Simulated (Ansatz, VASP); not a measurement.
One calculation of FeCo3, two programs

```
CELL_PARAMETERS angstrom
3.53570 0.00000 0.00000
0.00000 3.53570 0.00000
0.00000 0.00000 3.53570
ATOMIC_POSITIONS crystal
Fe 0.00000 0.00000 0.00000
Co 0.50000 0.50000 0.00000
Co 0.50000 0.00000 0.50000
Co 0.00000 0.50000 0.50000
```

Alike in both runs: task single point; functional PBEsol; k mesh 8 × 8 × 8; occupations gaussian, width 0.1 eV; collinear spin.

|  | VASP | Ansatz |
| --- | --- | --- |
| version | VASP 6.6.1 | Ansatz 0.2.0 |
| potentials or method | VASP PAW PBE potentials, release 64 (Fe, Co), cutoff 520 eV | scalar-relativistic, plane waves, PAW |
| valence electrons in the cell | 35 | 67 |

|  | VASP | Ansatz | Ansatz less VASP |
| --- | --- | --- | --- |
| gap on the k mesh at the Fermi level (eV) | none | none | - |
| pressure (GPa) | -9.2 | -8.6 | +0.53 |
| net moment per atom (μB) | 1.83 | 1.84 | +0.004 |
| size of the moment on the site where the two differ most (μB) | 1.60 | 1.66 | +0.060 |

VASP's potentials were made for PBE, not for PBEsol. Site moments also hang on the region over which each program counts them. A gap of «none» marks a metal or a gap that the smearing closes. With one functional, cell and mesh, what is left measures potentials, basis and numerics. VASP's potentials hold 35 valence electrons a cell and Ansatz's 67, so a difference there can come from the potentials and not from the codes.
